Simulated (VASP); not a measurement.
# BN (R3m) in VASP: a series of runs

BN is run at these levels: PBE+D3(BJ); tasks: single point.

All numbers are computed with VASP 6.6.1; they aren't measurements. Logs are shortened: lines on timing, memory, paths and dates and some standing lists are left out, and cuts for length are marked.

## (1) The cell of the first run

The structure is trigonal, space group R3m (No. 160). The conventional cell has a = 2.707 Å, b = 2.707 Å, c = 9.885 Å, α = 90.00°, β = 90.00°, γ = 120.00°. B (site symmetry 3m) has 3 N at 1.56 Å within 2.1 Å. N (site symmetry 3m) has 3 B at 1.56 Å within 2.1 Å.

## (2) Single point, PBE+D3(BJ) (strain +0.080 along x and y, +0.000 along z)

INCAR reads:

```
PREC     = Accurate       # precision mode
ENCUT    = 520            # plane-wave cutoff, eV
EDIFF    = 1E-7           # SCF threshold, eV
ISMEAR   = 0              # smearing method
SIGMA    = 0.05           # smearing width, eV
LREAL    = False          # projectors in reciprocal space
LASPH    = True           # aspherical terms in the spheres
NELM     = 60             # most SCF steps
ALGO     = Normal         # electronic algorithm
ISIF     = 2              # what is computed and relaxed
LWAVE    = False          # write WAVECAR
LCHARG   = False          # write CHGCAR
GGA      = PE             # functional
IVDW     = 12             # dispersion correction
NBANDS   = 11             # bands
```

KPOINTS reads:

```
regular mesh
0
Gamma
  12 12 12
```

POSCAR reads:

```
BN
1.0
    1.3533014517      0.7813289574      3.2948845324
   -1.3533014517      0.7813289574      3.2948845324
    0.0000000000     -1.5626579148      3.2948845324
B N
1 1
Direct
    0.9996975446      0.9996975446      0.9996975446
    0.3327354554      0.3327354554      0.3327354554
```

Potentials or basis: VASP PAW PBE potentials, release 64 (B, N).

Launch:

```bash
cat potpaw_PBE.64/B/POTCAR potpaw_PBE.64/N/POTCAR > POTCAR
mpirun -np 1 vasp_std > vasp.out
```

OUTCAR:

```text
PREC = Accurate
   ENCUT = 520
   EDIFF = 1E-7
   ISMEAR = 0
   LREAL = False
   LASPH = True
   NELM = 60
   ISIF = 2
   GGA = PE
   IVDW = 12
 IVDW          = 12

 ion  position               nearest neighbor table
   1  1.000  1.000  1.000-   2 1.56   2 1.56   2 1.56
   2  0.333  0.333  0.333-   1 1.56   1 1.56   1 1.56

  LATTYP: Found a trigonal (rhomboedric) cell.
 ALAT       =     3.6466647557
 COS(alpha) =     0.7245597451

  Lattice vectors:

 A1 = (   1.3533014517,   0.7813289574,   3.2948845324)
 A2 = (  -1.3533014517,   0.7813289574,   3.2948845324)
 A3 = (   0.0000000000,  -1.5626579148,   3.2948845324)

Analysis of symmetry for initial positions (statically):
=====================================================================
 Subroutine PRICEL returns:
 Original cell was already a primitive cell.

 Routine SETGRP: Setting up the symmetry group for a
 trigonal (rhombohedral) supercell.

 Subroutine GETGRP returns: Found  6 space group operations
 (whereof  6 operations were pure point group operations)
 out of a pool of 12 trial point group operations.

The static configuration has the point symmetry C_3v.

Analysis of symmetry for dynamics (positions and initial velocities):
=====================================================================
 Subroutine PRICEL returns:
 Original cell was already a primitive cell.

 Routine SETGRP: Setting up the symmetry group for a
 trigonal (rhombohedral) supercell.

 Subroutine GETGRP returns: Found  6 space group operations
 (whereof  6 operations were pure point group operations)
 out of a pool of 12 trial point group operations.

The dynamic configuration has the point symmetry C_3v.

 Subroutine INISYM returns: Found  6 space group operations
 (whereof  6 operations are pure point group operations),
 and found     1 'primitive' translations

----------------------------------------------------------------------------------------

                                     Primitive cell

  volume of cell :      20.9035

  direct lattice vectors                    reciprocal lattice vectors
     1.353301452  0.781328957  3.294884532     0.369466832  0.213311775  0.101166924
    -1.353301452  0.781328957  3.294884532    -0.369466832  0.213311775  0.101166924
     0.000000000 -1.562657915  3.294884532     0.000000000 -0.426623550  0.101166924

  length of vectors
     3.646664756  3.646664756  3.646664756     0.438454558  0.438454558  0.438454558

  position of ions in fractional coordinates (direct lattice)
     0.999697545  0.999697545  0.999697545
     0.332735455  0.332735455  0.332735455

  ion indices of the primitive-cell ions
   primitive index   ion index
                 1           1
                 2           2

----------------------------------------------------------------------------------------

 KPOINTS: regular mesh

Automatic generation of k-mesh.
 Grid dimensions read from file:
 generate k-points for:   12   12   12

 Generating k-lattice:

  Cartesian coordinates                     Fractional coordinates (reciprocal lattice)
     0.030788903  0.017775981  0.008430577     0.083333333 -0.000000000  0.000000000
    -0.030788903  0.017775981  0.008430577    -0.000000000  0.083333333  0.000000000
     0.000000000 -0.035551962  0.008430577     0.000000000  0.000000000  0.083333333

  Length of vectors
     0.036537880  0.036537880  0.036537880

  Shift w.r.t. Gamma in fractional coordinates (k-lattice)
     0.000000000  0.000000000  0.000000000

 Subroutine IBZKPT returns following result:
 ===========================================

 Found    189 irreducible k-points:

 Following reciprocal coordinates:
            Coordinates               Weight
  0.000000  0.000000  0.000000      1.000000
  0.083333  0.000000 -0.000000      6.000000
  0.166667  0.000000 -0.000000      6.000000
  0.250000  0.000000  0.000000      6.000000
  0.333333  0.000000  0.000000      6.000000
  0.416667  0.000000 -0.000000      6.000000
[... 16 lines left out ...]
  0.500000  0.166667  0.000000     12.000000
 -0.416667  0.166667  0.000000     12.000000
 [... further k-points ...]
   k-points           NKPTS =    189   k-points in BZ     NKDIM =    189   number of bands    NBANDS=     11
   number of dos      NEDOS =    301   number of ions     NIONS =      2
   total plane-waves  NPLWV =  21952
   dimension x,y,z NGX =    28 NGY =   28 NGZ =   28
   dimension x,y,z NGXF=    56 NGYF=   56 NGZF=   56
   ions per type =               1   1
   NGX,Y,Z   is equivalent  to a cutoff of  12.76, 12.76, 12.76 a.u.
   NGXF,Y,Z  is equivalent  to a cutoff of  25.53, 25.53, 25.53 a.u.
 SYSTEM =  unknown system
   PREC   = accura    normal or accurate (medium, high low for compatibility)
   ISTART =      0    job   : 0-new  1-cont  2-samecut
   ICHARG =      2    charge: 1-file 2-atom 10-const
   ISPIN  =      1    spin polarized calculation?
   LNONCOLLINEAR =      F non collinear calculations
   LSORBIT =      F    spin-orbit coupling
   LASPH  =      T    aspherical Exc in radial PAW
   ENCUT  =  520.0 eV  38.22 Ry    6.18 a.u.   6.78  6.78  6.78*2*pi/ulx,y,z
   NELM   =     60;   NELMIN=  2; NELMDL= -5     # of ELM steps
   EDIFF  = 0.1E-06   stopping-criterion for ELM
   LREAL  =      F    real-space projection
   EDIFFG = 0.1E-05   stopping-criterion for IOM
   NSW    =      0    number of steps for IOM
   IBRION =     -1    ionic relax: 0-MD 1-quasi-New 2-CG
   NFREE  =      0    steps in history (QN), initial steepest desc. (CG)
   ISIF   =      2    stress and relaxation
   ISYM   =      2    0-nonsym 1-usesym 2-fastsym
   POTIM  = 0.5000    time-step for ionic-motion
   TEBEG  =    0.0;   TEEND  =   0.0 temperature during run
   PSTRESS=    0.0 pullay stress
   NELECT =       8.0000    total number of electrons
   NUPDOWN=      -1.0000    fix difference up-down
   EMIN   =  10.00;   EMAX   =-10.00  energy-range for DOS
   EFERMI =   0.00;   METHOD = LEGACY
   ISMEAR =     0;   SIGMA  =   0.05  broadening in eV -4-tet -1-fermi 0-gaus
   EFERMI_NEDOS =   21; number of points for ismear=-14 and -15
   IALGO  =     38    algorithm
   IMIX   =      4    mixing-type and parameters
     AMIX     =   0.40;   BMIX     =  1.00
     AMIX_MAG =   1.60;   BMIX_MAG =  1.00
  volume/ion in A,a.u.               =      10.45        70.53
  Fermi-wavevector in a.u.,A,eV,Ry     =   1.188588  2.246107 19.221530  1.412743
  Thomas-Fermi vector in A             =   2.324715
   LORBIT       =      0    0 simple, 1 ext, 2 COOP (PROOUT), +10 PAW based schemes
   GGA     = PE    functional components
   LHFCALC =     F    Hartree Fock is set to
   AEXX    =    0.0000 exact exchange contribution
   IVDW    =    12    specifies the selected vdW correction
   LEPSILON=     F    determine dielectric tensor
   LRPA    =     F    only Hartree local field effects (RPA)
 non-spin polarized calculation
 Gauss-broadening in eV      SIGMA  =   0.05
  energy-cutoff  :      520.00
  volume of cell :       20.90
 maximum number of plane-waves:       573
   NGX = 13   NGY = 13   NGZ = 13

 number of electron       8.0000000 magnetization

 Free energy of the ion-electron system (eV)
  ---------------------------------------------------
  ext. energy  EPLUGINS =         0.00000000
  ---------------------------------------------------
  free energy    TOTEN  =       -16.98619760 eV

  energy without entropy =      -16.98619760  energy(sigma->0) =      -16.98619760

 E-fermi :   1.6309     XC(G=0):  -9.6516

 val. band max:        1.4227797964   @ k =  -0.3333   0.2500   0.0000
 cond. band min:       5.1383970987   @ k =   0.5000   0.5000   0.0000
 fundamental gap:      3.7156173023
 Fermi energy:         1.6308653435

 k-point     1 :       0.0000    0.0000    0.0000
  band No.  band energies     occupation
      1     -15.1092      2.00000
      2      -1.4853      2.00000
      3      -0.1056      2.00000
      4      -0.1056      2.00000
      5       6.2621      0.00000
      6      11.2206      0.00000
      7      11.2206      0.00000
      8      11.9810      0.00000
      9      12.9218      0.00000
     10      23.8075      0.00000
     11      26.8782      0.00000

 k-point     2 :       0.0833    0.0000   -0.0000
  band No.  band energies     occupation
      1     -14.9933      2.00000
      2      -1.3789      2.00000
      3      -0.6357      2.00000
      4      -0.3042      2.00000
      5       6.5733      0.00000
      6      11.1557      0.00000
      7      11.6371      0.00000
      8      11.6848      0.00000
      9      13.2684      0.00000
     10      24.0914      0.00000
     11      25.0384      0.00000

 k-point     3 :       0.1667    0.0000   -0.0000
  band No.  band energies     occupation
      1     -14.6538      2.00000
      2      -1.9332      2.00000
      3      -1.0508      2.00000
      4      -0.7933      2.00000
      5       7.2797      0.00000
      6      10.6519      0.00000
      7      11.1155      0.00000
      8      12.9492      0.00000
      9      14.1848      0.00000
     10      22.3758      0.00000
     11      23.8693      0.00000

 k-point     4 :       0.2500    0.0000    0.0000
  band No.  band energies     occupation
      1     -14.1200      2.00000
      2      -3.5056      2.00000
      3      -1.3679      2.00000
      4      -0.5397      2.00000
      5       7.9609      0.00000
      6       9.4803      0.00000
      7      11.1882      0.00000
      8      14.7313      0.00000
      9      15.3740      0.00000
     10      20.4180      0.00000
     11      22.4693      0.00000
[... 239 lines left out ...]
 k-point    22 :       0.4167    0.1667    0.0000
  band No.  band energies     occupation
      1     -13.1588      2.00000
      2      -5.0165      2.00000
      3      -2.9262      2.00000
      4       0.0409      2.00000
      5       7.2640      0.00000
      6      10.6269      0.00000
      7      12.4766      0.00000
      8      14.6313      0.00000
      9      17.1594      0.00000
     10      19.0161      0.00000
     11      21.9542      0.00000

 k-point    23 :       0.5000    0.1667    0.0000
  band No.  band energies     occupation
      1     -12.5989      2.00000
      2      -5.9763      2.00000
      3      -3.3732      2.00000
      4       0.7421      2.00000
      5       6.3937      0.00000
      6      10.8566      0.00000
      7      13.2431      0.00000
      8      15.0491      0.00000
      9      17.2632      0.00000
     10      19.1220      0.00000
     11      21.3944      0.00000

 k-point    24 :      -0.4167    0.1667    0.0000
  band No.  band energies     occupation
      1     -12.3717      2.00000
      2      -6.3550      2.00000
      3      -3.5238      2.00000
      4       1.2186      2.00000
      5       5.9615      0.00000
      6      10.7602      0.00000
      7      13.5433      0.00000
      8      14.8064      0.00000
      9      17.4075      0.00000
     10      19.2185      0.00000
     11      21.4957      0.00000

 [... further k-points ...]

------------------------ aborting loop because EDIFF is reached ----------------------------------------

 Edisp (eV)   -0.24404

 E8    (eV) :    -0.0717

  FORCE on cell =-STRESS in cart. coord.  units (eV):
  Direction    XX          YY          ZZ          XY          YZ          ZX
  --------------------------------------------------------------------------------------
  -------------------------------------------------------------------------------------
  Total      -7.71022    -7.71022     0.01516    -0.00000     0.00000     0.00000
  in kB    -590.95883  -590.95883     1.16178    -0.00000     0.00000     0.00000
  external pressure =     -393.59 kB  Pullay stress =        0.00 kB

 VOLUME and BASIS-vectors are now :
 -----------------------------------------------------------------------------
  energy-cutoff  :      520.00
  volume of cell :       20.90
      direct lattice vectors                 reciprocal lattice vectors
     1.353301452  0.781328957  3.294884532     0.369466832  0.213311775  0.101166924
    -1.353301452  0.781328957  3.294884532    -0.369466832  0.213311775  0.101166924
     0.000000000 -1.562657915  3.294884532     0.000000000 -0.426623550  0.101166924

 POSITION                                       TOTAL-FORCE (eV/Angst)
 -----------------------------------------------------------------------------------
      0.00000      0.00000      9.88166         0.000000      0.000000      0.024023
      0.00000      0.00000      3.28897         0.000000      0.000000     -0.024023
 -----------------------------------------------------------------------------------
    total drift:                                0.000000     -0.000000      0.000047

  FREE ENERGIE OF THE ION-ELECTRON SYSTEM (eV)
  ---------------------------------------------------
  free  energy   TOTEN  =       -17.2302352861 eV

  energy  without entropy=      -17.2302352861  energy(sigma->0) =      -17.23023529
```

Run time: 41 s. Hardware: 1 thread of Intel Xeon 6975P-C, shared host; peak memory 0.19 GiB.

What came out:

| Item | Value |
| --- | --- |
| Free energy | -17.2302 eV |
| Pressure | -39.4 GPa |
| Largest force | 0.024 eV/Å |
| Band gap on the k mesh | 3.72 eV, indirect (least direct gap 4.11 eV) |
| Dispersion energy per atom | -0.122 eV |

Forces in eV/Å, atoms in the order of the input:
```
B    0.000  0.000  0.024
N    0.000  0.000 -0.024
```

Stress tensor (GPa, compression positive):
```
-59.10   0.00   0.00
  0.00 -59.10   0.00
  0.00   0.00   0.12
```

Caveat: the cell differs from its parent crystal (strain +0.080 along x and y, +0.000 along z). A k mesh can miss the band edges.

## (3) Single point, PBE+D3(BJ) (strain +0.080 along x and y, +0.040 along z)

INCAR reads:

```
SYSTEM = BN
PREC = Accurate ; ENCUT = 520
EDIFF = 1E-7 ; ISMEAR = 0
SIGMA = 0.05 ; LREAL = .False.
LASPH = .True. ; NELM = 100
ALGO = Normal ; ISIF = 2
LWAVE = .False. ; LCHARG = .False.
GGA = PE ; IVDW = 12
NBANDS = 11
```

KPOINTS reads:

```
regular mesh
0
Gamma
  12 12 12
  0 0 0
```

POSCAR reads:

```
BN
1.0
    1.3533014517      0.7813289574      3.4266799137
   -1.3533014517      0.7813289574      3.4266799137
    0.0000000000     -1.5626579148      3.4266799137
B N
1 1
Direct
    0.9996975446      0.9996975446      0.9996975446
    0.3327354554      0.3327354554      0.3327354554
```

Potentials or basis: VASP PAW PBE potentials, release 64 (B, N).

Launch:

```bash
cat potpaw_PBE.64/B/POTCAR potpaw_PBE.64/N/POTCAR > POTCAR
mpirun -np 1 vasp_std > vasp.out
```

OUTCAR:

```text
SYSTEM = BN
   PREC = Accurate
   ENCUT = 520
   EDIFF = 1E-7
   ISMEAR = 0
   LREAL = .False.
   LASPH = .True.
   NELM = 100
   ISIF = 2
   GGA = PE
   IVDW = 12
 IVDW          = 12

 ion  position               nearest neighbor table
   1  1.000  1.000  1.000-   2 1.56   2 1.56   2 1.56
   2  0.333  0.333  0.333-   1 1.56   1 1.56   1 1.56

  LATTYP: Found a trigonal (rhomboedric) cell.
 ALAT       =     3.7661698036
 COS(alpha) =     0.7417625069

  Lattice vectors:

 A1 = (   1.3533014517,   0.7813289574,   3.4266799137)
[... 523 lines left out ...]

 Edisp (eV)   -0.23256

 E8    (eV) :    -0.0680

  FORCE on cell =-STRESS in cart. coord.  units (eV):
  Direction    XX          YY          ZZ          XY          YZ          ZX
  --------------------------------------------------------------------------------------
  -------------------------------------------------------------------------------------
  Total      -7.70930    -7.70930    -0.08512     0.00000     0.00000     0.00000
  in kB    -568.16192  -568.16192    -6.27322     0.00000     0.00000     0.00000
  external pressure =     -380.87 kB  Pullay stress =        0.00 kB

 VOLUME and BASIS-vectors are now :
 -----------------------------------------------------------------------------
  energy-cutoff  :      520.00
  volume of cell :       21.74
      direct lattice vectors                 reciprocal lattice vectors
     1.353301452  0.781328957  3.426679914     0.369466832  0.213311775  0.097275889
    -1.353301452  0.781328957  3.426679914    -0.369466832  0.213311775  0.097275889
     0.000000000 -1.562657915  3.426679914     0.000000000 -0.426623550  0.097275889

 POSITION                                       TOTAL-FORCE (eV/Angst)
 -----------------------------------------------------------------------------------
      0.00000      0.00000     10.27693         0.000000      0.000000      0.001059
      0.00000      0.00000      3.42053         0.000000      0.000000     -0.001059
 -----------------------------------------------------------------------------------
    total drift:                                0.000000     -0.000000      0.000007

  FREE ENERGIE OF THE ION-ELECTRON SYSTEM (eV)
  ---------------------------------------------------
  free  energy   TOTEN  =       -17.2293268287 eV

  energy  without entropy=      -17.2293268287  energy(sigma->0) =      -17.22932683
```

Run time: 35 s. Hardware: 1 thread of Intel Xeon 6975P-C, shared host; peak memory 0.19 GiB.

Results:

- Free energy: -17.2293 eV
- Pressure: -38.1 GPa
- Band gap on the k mesh: 3.83 eV, indirect (least direct gap 4.10 eV)
- Dispersion energy per atom: -0.116 eV

Stress tensor (GPa, compression positive):
```
-56.82   0.00   0.00
  0.00 -56.82   0.00
  0.00   0.00  -0.63
```

Levels at points of the mesh, in eV from the valence-band top:
| k point | band 1 | band 2 | band 3 | band 4 | band 5 | band 6 | band 7 | band 8 |
| --- | --- | --- | --- | --- | --- | --- | --- | --- |
| (0.00, 0.00, 0.00) | -16.45 | -3.09 | -1.50 | -1.50 | 4.74 | 9.82 | 9.82 | 10.56 |
| (0.50, 0.00, 0.00) | -13.94 | -8.05 | -3.71 | -0.40 | 4.70 | 7.67 | 11.85 | 14.00 |
| (0.50, 0.50, 0.00) | -13.87 | -7.91 | -3.78 | -0.97 | 3.83 | 7.56 | 12.92 | 15.71 |
| (0.50, 0.50, 0.50) | -16.21 | -5.02 | -1.52 | -1.52 | 8.41 | 8.92 | 9.74 | 9.74 |

Caveat: the cell differs from its parent crystal (strain +0.080 along x and y, +0.040 along z). A k mesh can miss the band edges.

[end of part 1 of 2]
